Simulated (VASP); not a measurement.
# CdSe (CdSe (P6_3mc)) (P6_3mc) in VASP: notebook

Runs on CdSe (CdSe (P6_3mc)). Level: r2SCAN. Tasks: single point, relaxation of cell and atoms.

Everything below comes from runs of VASP 6.6.1. Logs are shortened: lines on timing, memory, paths and dates and some standing lists are left out, and cuts for length are marked.

### 1 The cell of the first run

The structure is hexagonal, space group P6_3mc (No. 186). Conventional cell: a = 4.340 Å, b = 4.340 Å, c = 7.078 Å, α = 90.00°, β = 90.00°, γ = 120.00°. Cd (site symmetry 3m) has 4 Se at 2.66 Å within 3.5 Å. Se (site symmetry 3m) has 4 Cd at 2.66 Å within 3.5 Å.

### 2 Single point, r2SCAN

The input, POSCAR:

```
CdSe
1.0
    4.3402366643      0.0000000000      0.0000000000
   -2.1701183321      3.7587552097      0.0000000000
    0.0000000000      0.0000000000      7.0778382079
Cd Se
2 2
Direct
    0.6666666667      0.3333333333      0.4999655602
    0.3333333333      0.6666666667      0.9999655602
    0.6666666667      0.3333333333      0.8758944398
    0.3333333333      0.6666666667      0.3758944398
```

The input, INCAR.step1:

```
  PREC = Accurate
  ENCUT = 520
  ISMEAR = 0
  SIGMA = 0.01
  LREAL = F
  LASPH = T
  NELM = 80
  NBANDS = 26
  GGA = PE
  ALGO = Normal
  EDIFF = 1E-4
  LWAVE = T
  LCHARG = F
```

The input, INCAR.step2:

```
  PREC = Accurate
  ENCUT = 520
  EDIFF = 1E-6
  ISMEAR = 0
  SIGMA = 0.01
  LREAL = F
  LASPH = T
  NELM = 80
  ALGO = Normal
  ISIF = 2
  LWAVE = F
  LCHARG = F
  METAGGA = R2SCAN
  LMIXTAU = T
  NBANDS = 26
  ISTART = 1
```

The input, KPOINTS:

```
Automatic mesh
0
Gamma
  7 7 4
```

Potentials or basis: VASP PAW PBE potentials, release 64 (Cd, Se).

Run with:

```
$ cat potpaw_PBE.64/Cd/POTCAR potpaw_PBE.64/Se/POTCAR > POTCAR
$ cp INCAR.step1 INCAR
$ mpirun -np 1 vasp_std > vasp.out
$ cp INCAR.step2 INCAR
$ mpirun -np 1 vasp_std > vasp.out
```

OUTCAR:

```text
PREC = Accurate
   ENCUT = 520
   EDIFF = 1E-6
   ISMEAR = 0
   LREAL = F
   LASPH = T
   NELM = 80
   ISIF = 2
   METAGGA = R2SCAN
   ISTART = 1

 ion  position               nearest neighbor table
   1  0.667  0.333  0.500-   4 2.66   4 2.66   4 2.66   3 2.66
   2  0.333  0.667  1.000-   3 2.66   3 2.66   3 2.66   4 2.66
   3  0.667  0.333  0.876-   2 2.66   2 2.66   2 2.66   1 2.66
   4  0.333  0.667  0.376-   1 2.66   1 2.66   1 2.66   2 2.66

  LATTYP: Found a hexagonal cell.
 ALAT       =     4.3402366643
 C/A-ratio  =     1.6307493704

  Lattice vectors:

 A1 = (   4.3402366643,   0.0000000000,   0.0000000000)
 A2 = (  -2.1701183321,   3.7587552097,   0.0000000000)
 A3 = (   0.0000000000,   0.0000000000,   7.0778382079)

Analysis of symmetry for initial positions (statically):
=====================================================================
 Subroutine PRICEL returns:
 Original cell was already a primitive cell.

 Routine SETGRP: Setting up the symmetry group for a
 hexagonal supercell.

 Subroutine GETGRP returns: Found 12 space group operations
 (whereof  6 operations were pure point group operations)
 out of a pool of 24 trial point group operations.

The static configuration has the point symmetry C_3v.
 The point group associated with its full space group is C_6v.

Analysis of symmetry for dynamics (positions and initial velocities):
=====================================================================
 Subroutine PRICEL returns:
 Original cell was already a primitive cell.

 Routine SETGRP: Setting up the symmetry group for a
 hexagonal supercell.

 Subroutine GETGRP returns: Found 12 space group operations
 (whereof  6 operations were pure point group operations)
 out of a pool of 24 trial point group operations.

The dynamic configuration has the point symmetry C_3v.
 The point group associated with its full space group is C_6v.

 Subroutine INISYM returns: Found 12 space group operations
 (whereof  6 operations are pure point group operations),
 and found     1 'primitive' translations

----------------------------------------------------------------------------------------

                                     Primitive cell

  volume of cell :     115.4671

  direct lattice vectors                    reciprocal lattice vectors
     4.340236664  0.000000000  0.000000000     0.230402182  0.133022762  0.000000000
    -2.170118332  3.758755210  0.000000000     0.000000000  0.266045524  0.000000000
     0.000000000  0.000000000  7.077838208     0.000000000  0.000000000  0.141286078

  length of vectors
     4.340236664  4.340236664  7.077838208     0.266045524  0.266045524  0.141286078

  position of ions in fractional coordinates (direct lattice)
     0.666666667  0.333333333  0.499965560
     0.333333333  0.666666667  0.999965560
     0.666666667  0.333333333  0.875894440
     0.333333333  0.666666667  0.375894440

  ion indices of the primitive-cell ions
   primitive index   ion index
                 1           1
                 2           2
                 3           3
                 4           4

----------------------------------------------------------------------------------------

 KPOINTS: Automatic mesh

Automatic generation of k-mesh.
 Grid dimensions read from file:
 generate k-points for:    7    7    4

 Generating k-lattice:

  Cartesian coordinates                     Fractional coordinates (reciprocal lattice)
     0.032914597  0.019003252  0.000000000     0.142857143  0.000000000  0.000000000
     0.000000000  0.038006503  0.000000000     0.000000000  0.142857143  0.000000000
     0.000000000  0.000000000  0.035321519     0.000000000  0.000000000  0.250000000

  Length of vectors
     0.038006503  0.038006503  0.035321519

  Shift w.r.t. Gamma in fractional coordinates (k-lattice)
     0.000000000  0.000000000  0.000000000

 Subroutine IBZKPT returns following result:
 ===========================================

 Found     24 irreducible k-points:

 Following reciprocal coordinates:
            Coordinates               Weight
  0.000000  0.000000  0.000000      1.000000
  0.142857  0.000000  0.000000      6.000000
  0.285714  0.000000  0.000000      6.000000
  0.428571  0.000000  0.000000      6.000000
  0.142857  0.142857  0.000000      6.000000
  0.285714  0.142857  0.000000     12.000000
[... 16 lines left out ...]
  0.428571  0.142857  0.500000      6.000000
  0.285714  0.285714  0.500000      6.000000
   k-points           NKPTS =     24   k-points in BZ     NKDIM =     24   number of bands    NBANDS=     26
   number of dos      NEDOS =    301   number of ions     NIONS =      4
   total plane-waves  NPLWV =  55296
   dimension x,y,z NGX =    32 NGY =   32 NGZ =   54
   dimension x,y,z NGXF=    64 NGYF=   64 NGZF=  108
   ions per type =               2   2
   NGX,Y,Z   is equivalent  to a cutoff of  12.26, 12.26, 12.68 a.u.
   NGXF,Y,Z  is equivalent  to a cutoff of  24.51, 24.51, 25.37 a.u.
 SYSTEM =  unknown system
   PREC   = accura    normal or accurate (medium, high low for compatibility)
   ISTART =      1    job   : 0-new  1-cont  2-samecut
   ICHARG =      0    charge: 1-file 2-atom 10-const
   ISPIN  =      1    spin polarized calculation?
   LNONCOLLINEAR =      F non collinear calculations
   LSORBIT =      F    spin-orbit coupling
   LASPH  =      T    aspherical Exc in radial PAW
   ENCUT  =  520.0 eV  38.22 Ry    6.18 a.u.   8.07  8.07 13.16*2*pi/ulx,y,z
   NELM   =     80;   NELMIN=  2; NELMDL=  0     # of ELM steps
   EDIFF  = 0.1E-05   stopping-criterion for ELM
   LREAL  =      F    real-space projection
   EDIFFG = 0.1E-04   stopping-criterion for IOM
   NSW    =      0    number of steps for IOM
   IBRION =     -1    ionic relax: 0-MD 1-quasi-New 2-CG
   NFREE  =      0    steps in history (QN), initial steepest desc. (CG)
   ISIF   =      2    stress and relaxation
   ISYM   =      2    0-nonsym 1-usesym 2-fastsym
   POTIM  = 0.5000    time-step for ionic-motion
   TEBEG  =    0.0;   TEEND  =   0.0 temperature during run
   PSTRESS=    0.0 pullay stress
   NELECT =      36.0000    total number of electrons
   NUPDOWN=      -1.0000    fix difference up-down
   EMIN   =  10.00;   EMAX   =-10.00  energy-range for DOS
   EFERMI =   0.00;   METHOD = LEGACY
   ISMEAR =     0;   SIGMA  =   0.01  broadening in eV -4-tet -1-fermi 0-gaus
   EFERMI_NEDOS =   21; number of points for ismear=-14 and -15
   IALGO  =     38    algorithm
   IMIX   =      4    mixing-type and parameters
     AMIX     =   0.40;   BMIX     =  1.00
     AMIX_MAG =   1.60;   BMIX_MAG =  1.00
  volume/ion in A,a.u.               =      28.87       194.80
  Fermi-wavevector in a.u.,A,eV,Ry     =   1.110085  2.097757 16.766311  1.232289
  Thomas-Fermi vector in A             =   2.246633
   LORBIT       =      0    0 simple, 1 ext, 2 COOP (PROOUT), +10 PAW based schemes
   METAGGA = R2SCAN    functional components
   LHFCALC =     F    Hartree Fock is set to
   AEXX    =    0.0000 exact exchange contribution
   IVDW    =     0    specifies the selected vdW correction
   LEPSILON=     F    determine dielectric tensor
   LRPA    =     F    only Hartree local field effects (RPA)
 non-spin polarized calculation
 Gauss-broadening in eV      SIGMA  =   0.01
  energy-cutoff  :      520.00
  volume of cell :      115.47
 maximum number of plane-waves:      3128
   NGX = 17   NGY = 17   NGZ = 27

 number of electron      36.0000001 magnetization

 Free energy of the ion-electron system (eV)
  ---------------------------------------------------
  ext. energy  EPLUGINS =         0.00000000
  ---------------------------------------------------
  free energy    TOTEN  =       -71.83181063 eV

  energy without entropy =      -71.83181063  energy(sigma->0) =      -71.83181063

 E-fermi :   0.4979     XC(G=0):  -9.2967

 val. band max:        0.4434094772   @ k =   0.0000   0.0000   0.0000
 cond. band min:       1.5373515467   @ k =   0.0000   0.0000   0.0000
 fundamental gap:      1.0939420695
 Fermi energy:         0.4978831706

 k-point     1 :       0.0000    0.0000    0.0000
  band No.  band energies     occupation
      1     -12.4346      2.00000
      2     -12.0724      2.00000
      3      -7.6321      2.00000
      4      -7.6264      2.00000
      5      -7.6264      2.00000
      6      -7.5579      2.00000
[... 18 lines left out ...]
     25       7.9947      0.00000
     26       8.4984      0.00000

 k-point     2 :       0.1429    0.0000    0.0000
  band No.  band energies     occupation
      1     -12.3752      2.00000
      2     -12.0455      2.00000
      3      -7.6134      2.00000
      4      -7.6049      2.00000
      5      -7.5761      2.00000
      6      -7.5295      2.00000
[... 18 lines left out ...]
     25       8.1459      0.00000
     26       8.4669      0.00000

 k-point     3 :       0.2857    0.0000    0.0000
  band No.  band energies     occupation
      1     -12.2331      2.00000
      2     -11.9916      2.00000
      3      -7.5739      2.00000
      4      -7.5635      2.00000
      5      -7.4723      2.00000
      6      -7.4617      2.00000
[... 18 lines left out ...]
     25       8.6540      0.00000
     26       8.8763      0.00000

 k-point     4 :       0.4286    0.0000    0.0000
  band No.  band energies     occupation
      1     -12.1017      2.00000
      2     -11.9641      2.00000
      3      -7.5502      2.00000
      4      -7.5396      2.00000
      5      -7.4110      2.00000
      6      -7.4049      2.00000
[... 18 lines left out ...]
     25       8.8086      0.00000
     26      10.2308      0.00000
[... 496 lines left out ...]
      1     -12.0452      2.00000
      2     -12.0452      2.00000
      3      -7.5095      2.00000
      4      -7.5095      2.00000
      5      -7.4815      2.00000
      6      -7.4815      2.00000
[... 18 lines left out ...]
     25       8.6442      0.00000
     26       8.6442      0.00000

 k-point    23 :       0.4286    0.1429    0.5000
  band No.  band energies     occupation
      1     -12.0048      2.00000
      2     -12.0048      2.00000
      3      -7.5002      2.00000
      4      -7.5002      2.00000
      5      -7.4689      2.00000
      6      -7.4689      2.00000
[... 18 lines left out ...]
     25       9.2964      0.00000
     26       9.2964      0.00000

 k-point    24 :       0.2857    0.2857    0.5000
  band No.  band energies     occupation
      1     -11.9955      2.00000
      2     -11.9955      2.00000
      3      -7.4870      2.00000
      4      -7.4870      2.00000
      5      -7.4685      2.00000
      6      -7.4685      2.00000
[... 18 lines left out ...]
     25       9.0157      0.00000
     26       9.0157      0.00000

------------------------ aborting loop because EDIFF is reached ----------------------------------------

  FORCE on cell =-STRESS in cart. coord.  units (eV):
  Direction    XX          YY          ZZ          XY          YZ          ZX
  --------------------------------------------------------------------------------------
  -------------------------------------------------------------------------------------
  Total        0.1741462      0.1741462      0.1759610      0.0000000     -0.0000000      0.0000000
  in kB        2.4163875      2.4163875      2.4415689      0.0000000     -0.0000000      0.0000000
  external PRESSURE =       2.4247813 kB  Pullay stress =       0.0000000 kB

 VOLUME and BASIS-vectors are now :
 -----------------------------------------------------------------------------
  energy-cutoff  :      520.00
  volume of cell :      115.47
      direct lattice vectors                 reciprocal lattice vectors
     4.340236664  0.000000000  0.000000000     0.230402182  0.133022762  0.000000000
    -2.170118332  3.758755210  0.000000000     0.000000000  0.266045524  0.000000000
     0.000000000  0.000000000  7.077838208     0.000000000  0.000000000  0.141286078

 POSITION                                       TOTAL-FORCE (eV/Angst)
 -----------------------------------------------------------------------------------
      2.17012      1.25292      3.53868        -0.000000      0.000000      0.000949
     -0.00000      2.50584      7.07759         0.000000     -0.000000      0.000949
      2.17012      1.25292      6.19944         0.000000      0.000000     -0.000949
     -0.00000      2.50584      2.66052         0.000000     -0.000000     -0.000949
 -----------------------------------------------------------------------------------
    total drift:                               -0.000000      0.000000     -0.003220

  FREE ENERGIE OF THE ION-ELECTRON SYSTEM (eV)
  ---------------------------------------------------
  free  energy   TOTEN  =       -71.8318106294 eV

  energy  without entropy=      -71.8318106294  energy(sigma->0) =      -71.83181063
```

Wall time 2 min (1 thread of Intel Xeon 6975P-C (Granite Rapids), shared host); peak memory 0.27 GiB.

Results:

* Free energy: -71.8318 eV
* Pressure: 0.2 GPa
* Band gap on the k mesh: 1.09 eV, direct

Levels at points of the mesh, in eV from the valence-band top:
```
           k point  band 16  band 17  band 18  band 19  band 20  band 21
(0.00, 0.00, 0.00)    -0.04     0.00     0.00     1.09     2.64     6.38
(0.00, 0.00, 0.50)    -0.38    -0.38    -0.38     2.78     2.78     6.27
```

Caveat: the PAW data sets were made with another functional, which shifts forces and pressure a little. r2SCAN opens gaps a little over a GGA but as a rule still falls short of measured ones.

(Continued in part 2 of 2.)
